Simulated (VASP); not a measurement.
BaTe:

```
CELL_PARAMETERS angstrom
0.00000 3.47030 3.47030
3.47030 0.00000 3.47030
3.47030 3.47030 0.00000
ATOMIC_POSITIONS crystal
Ba 0.00000 0.00000 0.00000
Te 0.50000 0.50000 0.50000
```

* Program: VASP 6.6.1
* Task: relaxation of cell and atoms
* Functional: r2SCAN
* Dispersion: rVV10
* Potentials or basis: VASP PAW PBE potentials, release 64 (Ba_sv, Te)
* Cutoff: 550 eV
* k mesh: 6 × 6 × 6
* Occupations: fermi-dirac, width 0.03 eV
* Spin: no spin polarisation

At the start: pressure 1.6 GPa; volume 41.79 Å³/atom.

Where does the relaxation end?

Over 3 steps the energy falls by 9.8 meV/atom and the volume is 43.78 Å³/atom (+4.8 %); space group Fm-3m (No. 225, to 0.1 Å) before and after.

Step by step:
| step | energy change (eV) | largest force (eV/Å) | pressure (GPa) | volume (Å³) |
| --- | --- | --- | --- | --- |
| 1 | 0.0000 | 0.0000 | 1.65 | 83.59 |
| 2 | -0.0177 | 0.0000 | -0.46 | 88.90 |
| 3 | -0.0197 | 0.0000 | 0.01 | 87.57 |

Final structure:
```xyz
2
Lattice="0.0000 3.5246 3.5246 3.5246 0.0000 3.5246 3.5246 3.5246 0.0000" Properties=species:S:1:pos:R:3 pbc="T T T"
Ba    0.0000    0.0000    0.0000
Te    3.5246    3.5246    3.5246
```

Caveat: the PAW data sets were made with another functional, which shifts forces and pressure a little.
